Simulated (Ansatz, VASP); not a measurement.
## In in VASP and in Ansatz

```
In
1.0
     3.39770    0.00000    0.00000
    -1.69885    2.94249    0.00000
     0.00000    0.00000    5.50427
In
2
Direct
  0.33333 0.66667 0.25000
  0.66667 0.33333 0.75000
```

Alike in both runs: task relaxation of cell and atoms; functional PBE; k mesh 14 × 14 × 8; occupations fermi-dirac, width 0.05 eV; no spin polarisation.

```csv
,VASP,Ansatz
version,VASP 6.6.1,Ansatz 0.2.0
potentials or method,"VASP PAW PBE potentials, release 64 (In_d)","PAW with Ansatz's default frozen-core files, scalar-relativistic"
plane-wave cutoff (eV),600,420
valence electrons in the cell,26,26
```

|  | VASP | Ansatz | Ansatz less VASP |
| --- | --- | --- | --- |
| relaxed volume (Å³/atom) | 27.74 | 27.73 | -0.013 |
| relaxed cell length with the largest relative difference (Å) | 3.368 | 3.367 | -0.0014 |
